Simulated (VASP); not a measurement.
Runs of VASP 6.6.1 on CdS (zincblende type). The structure is that of space group F-43m (No. 216), or close to it. The cells are those of the table. 

```tsv
cell	gap on the mesh (eV)	pressure (GPa)
a = 3.611 Å, angles 60.0°, 2 atoms	1.83	(a)
a = 3.756 Å, angles 60.0°, 2 atoms	1.68	38.4
a = 4.016 Å, angles 60.0°, 2 atoms	(c)	9.7
a = 4.191 Å, angles 60.0°, 2 atoms	1.04	(b)
```

Alike in all rows: task single point; level PBE; potentials or basis VASP PAW PBE potentials, release 64 (Cd, S); no spin polarisation; k mesh 13 × 13 × 13; cutoff (eV) 520; smearing fermi-dirac 0.05 eV.

Estimate the missing entries.

(a) 68.0; (b) 0.3; (c) 1.32.

Caveats: an odd mesh through Γ misses points on the zone boundary, where band edges can lie; the cell stands under pressure (at least some runs).

A k mesh can miss the band edges, and the runs leave out spin-orbit coupling on Cd.
